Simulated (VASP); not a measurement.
A run of VASP 6.6.1 is set up as follows.

INCAR

```
  ALGO = Normal
  EDIFF = 1E-6
  ENCUT = 520
  GGA = PE
  ISIF = 2
  ISMEAR = -1
  LASPH = True
  LCHARG = False
  LREAL = False
  LWAVE = False
  NBANDS = 14
  NELM = 80
  PREC = Accurate
  SIGMA = 0.05
```

Contents of KPOINTS:

```
k-points
0
Gamma
  13 13 13
```

POSCAR

```
HfC
1.0
    0.0000000000      2.0071962782      2.0071962782
    2.0071962782      0.0000000000      2.0071962782
    2.0071962782      2.0071962782      0.0000000000
Hf C
1 1
Direct
    0.0000000000      0.0000000000      0.0000000000
    0.5000000000      0.5000000000      0.5000000000
```

Potentials or basis: VASP PAW PBE potentials, release 64 (Hf_pv, C).

The run is started by

```bash
$ cat potpaw_PBE.64/Hf_pv/POTCAR potpaw_PBE.64/C/POTCAR > POTCAR
$ mpirun -np 1 vasp_std > vasp.out
```

**Question.** Estimate the pressure.

**Answer.** 250.6 GPa.

**Question.** What does it give for the band gap on the k mesh?

**Answer.** Zero (band 7 reaches 11.09 eV, above the bottom of band 8 at 9.52 eV).

Caveat: spin-orbit coupling is left out, which moves the levels of the heavy elements.
